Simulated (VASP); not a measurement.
Write the native input for VASP 6.6.1 that does the following.

```yaml
Task: single point
Functional: PBEsol
Potentials_or_basis: VASP PAW PBE potentials, release 64 (Pb_d, Se)
Cutoff: 520 eV
k_mesh: 4 × 4 × 4
Occupations: gaussian, width 0.1 eV
Spin: no spin polarisation
Dipole_correction: no
Further_INCAR_settings: LREAL = Auto; ALGO = Normal; EDIFF = 1e-07; NBANDS = 86
```

The structure of Pb7Se8 (a cell with a defect) lies in POSCAR:

```
Pb7Se8
1.0
   -6.1031549502      0.0000000000      6.1031549502
   -6.1031549502     -6.1031549502      0.0000000000
    0.0000000000     -6.1031549502      6.1031549502
Pb Se
7 8
Direct
    0.5000000041      0.5000000041     -0.0000000819
    0.5000000041     -0.0000000819      0.5000000041
    0.5000000041      0.5000000041      0.5000000041
    0.0000000000      0.0000000000      0.0000000000
    0.0000000000      0.4999999222      0.0000000000
    0.0000000000      0.0000000000      0.4999999222
   -0.0000000819      0.5000000041      0.5000000041
    0.2390581612      0.7390582472      0.2609417609
    0.2390581612      0.2609417609      0.2609417609
    0.2500000430      0.7499999652      0.7499999652
    0.2390581612      0.2609417609      0.7390582472
    0.7609417650      0.7390581653      0.2609418429
    0.7500000471      0.2499999611      0.2499999611
    0.7609416831      0.7390582472      0.7390582472
    0.7609417650      0.2609418429      0.7390581653
```

One way to write it, as run:

INCAR

```
SYSTEM = Pb7Se8
PREC = Accurate ; ENCUT = 520
EDIFF = 1E-7 ; ISMEAR = 0
SIGMA = 0.1 ; LREAL = Auto
LASPH = .True. ; NELM = 80
ALGO = Normal ; ISIF = 2
LWAVE = .False. ; LCHARG = .False.
GGA = PS ; NBANDS = 86
```

KPOINTS

```
regular mesh
0
Gamma
  4 4 4
  0 0 0
```

Potentials or basis: VASP PAW PBE potentials, release 64 (Pb_d, Se).

Run with:

```console
$ cat potpaw_PBE.64/Pb_d/POTCAR potpaw_PBE.64/Se/POTCAR > POTCAR
$ mpirun -np 1 vasp_std > vasp.out
```

It gave:

| Item | Value |
| --- | --- |
| Pressure | -1.3 GPa |
| Largest force | 0.015 eV/Å |
| Band gap on the k mesh | zero (bands 73 and 74 overlap by 0.52 eV) |

Caveat: the PAW data sets were made with another functional, which shifts forces and pressure a little; spin-orbit coupling is left out, which moves the levels of the heavy elements.

It took 16 min on 1 thread of Intel Xeon 8259CL (shared host), peak memory 0.65 GiB.
